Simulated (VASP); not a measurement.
Hg, 2 atoms in the cell. The structure is hexagonal, space group P6_3/mmc (No. 194). Conventional cell: a = 3.462 Å, b = 3.462 Å, c = 5.488 Å, α = 90.00°, β = 90.00°, γ = 120.00°. Hg (site symmetry -6m2) has 12 Hg at 3.39 to 3.46 Å within 4.5 Å. 

- Program: VASP 6.6.1
- Task: single point
- Functional: BLYP
- Potentials or basis: VASP PAW PBE potentials, release 64 (Hg)
- Cutoff: 520 eV
- k mesh: 10 × 10 × 6
- Occupations: fermi-dirac, width 0.05 eV
- Spin: no spin polarisation
- Dipole correction: no
- Further INCAR settings: ALGO = Normal; EDIFF = 1e-06; NBANDS = 19

Potentials or basis: VASP PAW PBE potentials, release 64 (Hg).

Run with:

```bash
$ cat potpaw_PBE.64/Hg/POTCAR > POTCAR
$ mpirun -np 1 vasp_std > vasp.out
```

Hardware: 1 thread of Intel(R) Xeon(R) Platinum 8488C (Sapphire Rapids), on a shared host.

**Question.** How long does it take, and how much memory?

**Answer.** Wall time 43 s on 1 thread of Intel(R) Xeon(R) Platinum 8488C (Sapphire Rapids) (shared host), peak memory 0.2 GiB. Counts: scf iterations 11, k points 56.
